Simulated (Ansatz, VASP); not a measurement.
Two plane-wave programs on LiH3

```xyz
4
Lattice="-1.7688 1.7688 1.7688 1.7688 -1.7688 1.7688 1.7688 1.7688 -1.7688" Properties=species:S:1:pos:R:3 pbc="T T T"
Li    0.0000    0.0000    0.0000
H     1.7688    0.0000    0.0000
H     0.0000    1.7688    0.0000
H     0.0000    0.0000    1.7688
```

Alike in both runs: task relaxation of cell and atoms; functional PBE; k mesh 18 × 18 × 18; occupations gaussian, width 0.1 eV; no spin polarisation.

|  | VASP | Ansatz |
| --- | --- | --- |
| version | VASP 6.6.1 | Ansatz 0.2.0 |
| potentials or method | VASP PAW PBE potentials, release 64 (Li_sv, H), cutoff 600 eV | scalar-relativistic, plane waves, PAW |
| valence electrons in the cell | 6 | 6 |

```tsv
	VASP	Ansatz	Ansatz less VASP
gap on the k mesh at the Fermi level, each at its own relaxed structure (eV)	none	none	-
relaxed volume (Å³/atom)	5.53	5.53	-0.005
relaxed cell length with the largest relative difference (Å)	3.064	3.063	-0.0010
```

A gap of «none» marks a metal or a gap that the smearing closes.

Noted on VASP's run: the cutoff is short for stress, so the pressure is rough; the relaxation stopped at its first step, so nothing moved.
